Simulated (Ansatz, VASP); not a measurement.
**GaN: VASP beside Ansatz**

File INCAR:

```
SYSTEM = GaN
ALGO = Normal
EDIFF = 1E-6
ENCUT = 520
ISIF = 2
ISMEAR = 0
LASPH = .TRUE.
LCHARG = .FALSE.
LREAL = .FALSE.
LWAVE = .FALSE.
NBANDS = 16
NELM = 80
PREC = Accurate
SIGMA = 0.03
```

The input KPOINTS:

```
k-points
0
G
  14 14 14
  0 0 0
```

POSCAR

```
GaN
1.0
   -0.0106761750      2.1352350000      2.1352350000
    2.1245588250      0.0000000000      2.1245588250
    2.1352350000      2.1352350000     -0.0106761750
Ga N
1 1
Direct
    0.0000000000      0.0000000000      0.0000000000
    0.5000000000      0.5000000000      0.5000000000
```

Input for Ansatz:

```yaml
crystal:
  lattice:
    - [-0.010676175, 2.135235, 2.135235]
    - [2.124558825, 0.0, 2.124558825]
    - [2.135235, 2.135235, -0.010676175]
  atoms:
    - { symbol: Ga, position: [0.0, 0.0, 0.0] }
    - { symbol: "N", position: [0.5, 0.5, 0.5] }
basis:
  ecutwfc: 420
kpoints:
  mp_grid: { grid: [14, 14, 14] }
hamiltonian:
  xc: lda
scf:
  occupations: { method: gaussian, width: 0.03 }
output:
  forces: true
  stress: true
  eigenvalues: true
```

Change from the starting cell: strain -0.0100 x Voigt [0, 0, 0, 0, 1, 0], atoms carried along.

Alike in both runs: task single point; functional LDA; k mesh 14 × 14 × 14; occupations gaussian, width 0.03 eV; no spin polarisation.

|  | VASP | Ansatz |
| --- | --- | --- |
| version | VASP 6.6.1 | Ansatz 0.2.0 |
| potentials or method | VASP PAW LDA potentials, release 64 (Ga_d, N), cutoff 520 eV | scalar-relativistic, plane waves, PAW |
| valence electrons in the cell | 18 | 18 |

Ansatz gave:

* gap on the k mesh at the Fermi level (eV): 0.16
* least direct gap on the mesh (eV): 2.35
* pressure (GPa): -13.7
* traceless stress, the component that is largest in VASP (GPa): 2.09

Q: What did VASP give for the same quantities?

A: gap on the k mesh at the Fermi level (eV): 0.18; least direct gap on the mesh (eV): 2.38; pressure (GPa): -12.4; traceless stress, the component that is largest in VASP (GPa): 2.09.

LDA's correlation is that of Perdew and Zunger in VASP and of Perdew and Wang (1992) in Ansatz.
